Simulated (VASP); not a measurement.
Input of a VASP 6.6.1 run:

Contents of INCAR:

```
PREC     = Accurate       # precision mode
ENCUT    = 520            # plane-wave cutoff, eV
EDIFF    = 1E-6           # SCF threshold, eV
ISMEAR   = -1             # smearing method
SIGMA    = 0.13605693000000002 # smearing width, eV
LREAL    = F              # projectors in reciprocal space
LASPH    = T              # aspherical terms in the spheres
NELM     = 80             # most SCF steps
ALGO     = Normal         # electronic algorithm
ISIF     = 2              # what is computed and relaxed
LWAVE    = F              # write WAVECAR
LCHARG   = F              # write CHGCAR
GGA      = PS             # functional
NBANDS   = 12             # bands
```

KPOINTS

```
regular mesh
0
Gamma
  12 12 12
```

POSCAR

```
In
1.0
    0.0000000000      2.3422257052      2.3422257052
    2.3422257052      0.0000000000      2.3422257052
    2.3422257052      2.3422257052      0.0000000000
In
1
Direct
    0.0000000000      0.0000000000      0.0000000000
```

Potentials or basis: VASP PAW PBE potentials, release 64 (In_d).

Run with:

```console
$ cat potpaw_PBE.64/In_d/POTCAR > POTCAR
$ mpirun -np 1 vasp_std > vasp.out
```

(1) Predict the pressure.

## Answers

(1) -0.3 GPa.

Caveat: the PAW data sets were made with another functional, which shifts forces and pressure a little.
